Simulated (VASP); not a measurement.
# Sb (Pm-3m) in VASP: further runs

Sb is run at these levels: RPBE; tasks: single point.

Everything below comes from runs of VASP 6.6.1. Logs are shortened: lines on timing, memory, paths and dates and some standing lists are left out, and cuts for length are marked.

### Step 1. The cell of the first run

It takes space group Pm-3m (No. 221, cubic). The conventional cell has a = 3.171 Å, b = 3.171 Å, c = 3.171 Å, α = 90.00°, β = 90.00°, γ = 90.00°. Sb (site symmetry m-3m) has 6 Sb at 3.17 Å within 4.2 Å.

### Step 2. Single point, RPBE (volume scaled by 1.04)

INCAR reads:

```
SYSTEM = Sb
PREC = Accurate ; ENCUT = 520
EDIFF = 1E-7 ; ISMEAR = -1
SIGMA = 0.1 ; LREAL = .False.
LASPH = .True. ; NELM = 80
ALGO = Normal ; ISIF = 2
LWAVE = .False. ; LCHARG = .False.
GGA = RP ; NBANDS = 8
```

KPOINTS reads:

```
Automatic mesh
0
Gamma
  11 11 11
  0 0 0
```

POSCAR reads:

```
Sb
1.0
    3.1710637744      0.0000000000      0.0000000000
    0.0000000000      3.1710637744      0.0000000000
    0.0000000000      0.0000000000      3.1710637744
Sb
1
Direct
    0.0000000000      0.0000000000      0.0000000000
```

Potentials or basis: VASP PAW PBE potentials, release 64 (Sb).

The run is started by

```
cat potpaw_PBE.64/Sb/POTCAR > POTCAR
mpirun -np 1 vasp_std > vasp.out
```

OUTCAR:

```text
SYSTEM = Sb
   PREC = Accurate
   ENCUT = 520
   EDIFF = 1E-7
   ISMEAR = -1
   LREAL = .False.
   LASPH = .True.
   NELM = 80
   ISIF = 2
   GGA = RP

 ion  position               nearest neighbor table
   1  0.000  0.000  0.000-

  LATTYP: Found a simple cubic cell.
 ALAT       =     3.1710637744

  Lattice vectors:

 A1 = (   3.1710637744,   0.0000000000,   0.0000000000)
 A2 = (   0.0000000000,   3.1710637744,   0.0000000000)
 A3 = (   0.0000000000,   0.0000000000,   3.1710637744)

Analysis of symmetry for initial positions (statically):
=====================================================================
 Subroutine PRICEL returns:
 Original cell was already a primitive cell.

 Routine SETGRP: Setting up the symmetry group for a
 simple cubic supercell.

 Subroutine GETGRP returns: Found 48 space group operations
 (whereof 48 operations were pure point group operations)
 out of a pool of 48 trial point group operations.

The static configuration has the point symmetry O_h .

Analysis of symmetry for dynamics (positions and initial velocities):
=====================================================================
 Subroutine PRICEL returns:
 Original cell was already a primitive cell.

 Routine SETGRP: Setting up the symmetry group for a
 simple cubic supercell.

 Subroutine GETGRP returns: Found 48 space group operations
 (whereof 48 operations were pure point group operations)
 out of a pool of 48 trial point group operations.

The dynamic configuration has the point symmetry O_h .

 Subroutine INISYM returns: Found 48 space group operations
 (whereof 48 operations are pure point group operations),
 and found     1 'primitive' translations

----------------------------------------------------------------------------------------

                                     Primitive cell

  volume of cell :      31.8871

  direct lattice vectors                    reciprocal lattice vectors
     3.171063774  0.000000000  0.000000000     0.315351589  0.000000000  0.000000000
     0.000000000  3.171063774  0.000000000     0.000000000  0.315351589  0.000000000
     0.000000000  0.000000000  3.171063774     0.000000000  0.000000000  0.315351589

  length of vectors
     3.171063774  3.171063774  3.171063774     0.315351589  0.315351589  0.315351589

  position of ions in fractional coordinates (direct lattice)
     0.000000000  0.000000000  0.000000000

  ion indices of the primitive-cell ions
   primitive index   ion index
                 1           1

----------------------------------------------------------------------------------------

 KPOINTS: Automatic mesh

Automatic generation of k-mesh.
 Grid dimensions read from file:
 generate k-points for:   11   11   11

 Generating k-lattice:

  Cartesian coordinates                     Fractional coordinates (reciprocal lattice)
     0.028668326  0.000000000  0.000000000     0.090909091  0.000000000  0.000000000
     0.000000000  0.028668326  0.000000000     0.000000000  0.090909091  0.000000000
     0.000000000  0.000000000  0.028668326     0.000000000  0.000000000  0.090909091

  Length of vectors
     0.028668326  0.028668326  0.028668326

  Shift w.r.t. Gamma in fractional coordinates (k-lattice)
     0.000000000  0.000000000  0.000000000

 Subroutine IBZKPT returns following result:
 ===========================================

 Found     56 irreducible k-points:

 Following reciprocal coordinates:
            Coordinates               Weight
  0.000000  0.000000  0.000000      1.000000
  0.090909  0.000000  0.000000      6.000000
  0.181818  0.000000  0.000000      6.000000
  0.272727  0.000000  0.000000      6.000000
  0.363636  0.000000  0.000000      6.000000
  0.454545  0.000000  0.000000      6.000000
[... 16 lines left out ...]
  0.181818  0.090909  0.090909     24.000000
  0.272727  0.090909  0.090909     24.000000
 [... further k-points ...]
   k-points           NKPTS =     56   k-points in BZ     NKDIM =     56   number of bands    NBANDS=      8
   number of dos      NEDOS =    301   number of ions     NIONS =      1
   total plane-waves  NPLWV =  13824
   dimension x,y,z NGX =    24 NGY =   24 NGZ =   24
   dimension x,y,z NGXF=    48 NGYF=   48 NGZF=   48
   ions per type =               1
   NGX,Y,Z   is equivalent  to a cutoff of  12.58, 12.58, 12.58 a.u.
   NGXF,Y,Z  is equivalent  to a cutoff of  25.16, 25.16, 25.16 a.u.
 SYSTEM =  Sb
   PREC   = accura    normal or accurate (medium, high low for compatibility)
   ISTART =      0    job   : 0-new  1-cont  2-samecut
   ICHARG =      2    charge: 1-file 2-atom 10-const
   ISPIN  =      1    spin polarized calculation?
   LNONCOLLINEAR =      F non collinear calculations
   LSORBIT =      F    spin-orbit coupling
   LASPH  =      T    aspherical Exc in radial PAW
   ENCUT  =  520.0 eV  38.22 Ry    6.18 a.u.   5.90  5.90  5.90*2*pi/ulx,y,z
   NELM   =     80;   NELMIN=  2; NELMDL= -5     # of ELM steps
   EDIFF  = 0.1E-06   stopping-criterion for ELM
   LREAL  =      F    real-space projection
   EDIFFG = 0.1E-05   stopping-criterion for IOM
   NSW    =      0    number of steps for IOM
   IBRION =     -1    ionic relax: 0-MD 1-quasi-New 2-CG
   NFREE  =      0    steps in history (QN), initial steepest desc. (CG)
   ISIF   =      2    stress and relaxation
   ISYM   =      2    0-nonsym 1-usesym 2-fastsym
   POTIM  = 0.5000    time-step for ionic-motion
   TEBEG  =    0.0;   TEEND  =   0.0 temperature during run
   PSTRESS=    0.0 pullay stress
   NELECT =       5.0000    total number of electrons
   NUPDOWN=      -1.0000    fix difference up-down
   EMIN   =  10.00;   EMAX   =-10.00  energy-range for DOS
   EFERMI =   0.00;   METHOD = LEGACY
   ISMEAR =    -1;   SIGMA  =   0.10  broadening in eV -4-tet -1-fermi 0-gaus
   EFERMI_NEDOS =   21; number of points for ismear=-14 and -15
   IALGO  =     38    algorithm
   IMIX   =      4    mixing-type and parameters
     AMIX     =   0.40;   BMIX     =  1.00
     AMIX_MAG =   1.60;   BMIX_MAG =  1.00
  volume/ion in A,a.u.               =      31.89       215.18
  Fermi-wavevector in a.u.,A,eV,Ry     =   0.882795  1.668241 10.603387  0.779327
  Thomas-Fermi vector in A             =   2.003475
   LORBIT       =      0    0 simple, 1 ext, 2 COOP (PROOUT), +10 PAW based schemes
   GGA     = RP    functional components
   LHFCALC =     F    Hartree Fock is set to
   AEXX    =    0.0000 exact exchange contribution
   IVDW    =     0    specifies the selected vdW correction
   LEPSILON=     F    determine dielectric tensor
   LRPA    =     F    only Hartree local field effects (RPA)
 non-spin polarized calculation
  energy-cutoff  :      520.00
  volume of cell :       31.89
 maximum number of plane-waves:       876
 NGX is ok and might be reduce to    24
   NGX = 11   NGY = 11   NGZ = 11

 number of electron       5.0000001 magnetization

 Free energy of the ion-electron system (eV)
  ---------------------------------------------------
  ext. energy  EPLUGINS =         0.00000000
  ---------------------------------------------------
  free energy    TOTEN  =        -3.71034332 eV

  energy without entropy =       -3.68682089  energy(sigma->0) =       -3.69858211

 E-fermi :   6.3700     XC(G=0):  -9.2635

 val. band max:        6.3625739315   @ k =   0.1818   0.0909   0.0909
 cond. band min:       6.4341781498   @ k =   0.1818   0.1818   0.0000
 fundamental gap:      0.0716042182
 Fermi energy:         6.3700218769

 k-point     1 :       0.0000    0.0000    0.0000
  band No.  band energies     occupation
      1      -5.4489      2.00000
      2       9.5390      0.00000
      3       9.5390      0.00000
      4       9.5390      0.00000
      5      13.2467      0.00000
      6      13.2467      0.00000
      7      14.3875      0.00000
      8      23.6549      0.00000

 k-point     2 :       0.0909    0.0000    0.0000
  band No.  band energies     occupation
      1      -5.3375      2.00000
      2       8.2552      0.00000
      3       9.6466      0.00000
      4       9.6466      0.00000
      5      13.3382      0.00000
      6      13.9001      0.00000
      7      15.2823      0.00000
      8      22.6567      0.00000

 k-point     3 :       0.1818    0.0000    0.0000
  band No.  band energies     occupation
      1      -5.0097      2.00000
      2       6.1512      1.79843
      3       9.9555      0.00000
      4       9.9555      0.00000
      5      13.6095      0.00000
      6      14.3459      0.00000
      7      17.6974      0.00000
      8      21.1262      0.00000

 k-point     4 :       0.2727    0.0000    0.0000
  band No.  band energies     occupation
      1      -4.4917      2.00000
      2       4.1510      2.00000
      3      10.4169      0.00000
      4      10.4169      0.00000
      5      14.0466      0.00000
      6      14.8854      0.00000
      7      19.6649      0.00000
      8      19.6649      0.00000

 k-point     5 :       0.3636    0.0000    0.0000
  band No.  band energies     occupation
      1      -3.8620      2.00000
      2       2.4930      2.00000
      3      10.9251      0.00000
      4      10.9251      0.00000
      5      14.6032      0.00000
      6      15.6225      0.00000
      7      18.4648      0.00000
      8      18.4648      0.00000
[... 177 lines left out ...]
 k-point    22 :       0.0909    0.0909    0.0909
  band No.  band energies     occupation
      1      -5.1146      2.00000
      2       8.3960      0.00000
      3       8.3960      0.00000
      4       8.6310      0.00000
      5      14.9212      0.00000
      6      14.9212      0.00000
      7      15.8917      0.00000
      8      21.3155      0.00000

 k-point    23 :       0.1818    0.0909    0.0909
  band No.  band energies     occupation
      1      -4.7865      2.00000
      2       6.3626      1.03722
      3       8.7021      0.00000
      4       8.8843      0.00000
      5      15.1859      0.00000
      6      15.7153      0.00000
      7      17.7179      0.00000
      8      19.5423      0.00000

 k-point    24 :       0.2727    0.0909    0.0909
  band No.  band energies     occupation
      1      -4.2680      2.00000
      2       4.3651      2.00000
      3       9.1649      0.00000
      4       9.3756      0.00000
      5      15.5947      0.00000
      6      15.9739      0.00000
      7      17.9388      0.00000
      8      18.2137      0.00000

 [... further k-points ...]
[... 5 lines left out ...]
  --------------------------------------------------------------------------------------
  -------------------------------------------------------------------------------------
  Total       -0.2812112     -0.2812112     -0.2812112     -0.0000000     -0.0000000      0.0000000
  in kB      -14.1295457    -14.1295457    -14.1295457     -0.0000000     -0.0000000      0.0000000
  external PRESSURE =     -14.1295457 kB  Pullay stress =       0.0000000 kB

 VOLUME and BASIS-vectors are now :
 -----------------------------------------------------------------------------
  energy-cutoff  :      520.00
  volume of cell :       31.89
      direct lattice vectors                 reciprocal lattice vectors
     3.171063774  0.000000000  0.000000000     0.315351589  0.000000000  0.000000000
     0.000000000  3.171063774  0.000000000     0.000000000  0.315351589  0.000000000
     0.000000000  0.000000000  3.171063774     0.000000000  0.000000000  0.315351589

 POSITION                                       TOTAL-FORCE (eV/Angst)
 -----------------------------------------------------------------------------------
      0.00000      0.00000      0.00000         0.000000      0.000000      0.000000
 -----------------------------------------------------------------------------------
    total drift:                               -0.000000      0.000000      0.000000

  FREE ENERGIE OF THE ION-ELECTRON SYSTEM (eV)
  ---------------------------------------------------
  free  energy   TOTEN  =        -3.7103433212 eV

  energy  without entropy=       -3.6868208918  energy(sigma->0) =       -3.69858211
```

It took 9.7 s on 1 thread of Intel Xeon 8259CL, shared host; peak memory 0.14 GiB.

What came out:

- Free energy: -3.7103 eV
- Pressure: -1.4 GPa

Caveat: the PAW data sets were made with another functional, which shifts forces and pressure a little; spin-orbit coupling is left out, which moves the levels of the heavy elements.

(Part 1 of 2 ends here.)
